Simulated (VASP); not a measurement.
# Cu: single point with PBE

Cu:

```
CELL_PARAMETERS angstrom
0.00000 2.67674 2.67674
2.67674 0.00000 2.67674
2.67674 2.67674 0.00000
ATOMIC_POSITIONS crystal
Cu 0.00000 0.00000 0.00000
Cu 0.25000 0.25000 0.25000
```

```yaml
Program: VASP 6.6.1
Task: single point
Functional: PBE
Potentials_or_basis: VASP PAW PBE potentials, release 64 (Cu)
Cutoff: 520 eV
k_mesh: 18 × 18 × 18
Occupations: fermi-dirac, width 0.0612256 eV
Spin: no spin polarisation
```

The pressure is -0.1 GPa. The band gap on the k mesh is zero (band 11 reaches 3.35 eV, above the bottom of band 12 at 2.38 eV).

Levels at points of the mesh, in eV from the Fermi level:
| k point | band 9 | band 10 | band 11 | band 12 | band 13 | band 14 |
| --- | --- | --- | --- | --- | --- | --- |
| (0.00, 0.00, 0.00) | -1.85 | -1.21 | -1.21 | 9.74 | 9.74 | 9.74 |
| (0.50, 0.00, 0.00) | -1.43 | -1.29 | -1.29 | -0.38 | 7.08 | 7.08 |
| (0.50, 0.50, 0.00) | -1.20 | -1.20 | 0.23 | 0.23 | 3.78 | 3.78 |

Wall time 110 s on 1 thread of Intel(R) Xeon(R) Platinum 8259CL CPU @ 2.50GHz (Skylake/Cascade Lake) (shared host), peak memory 0.24 GiB.
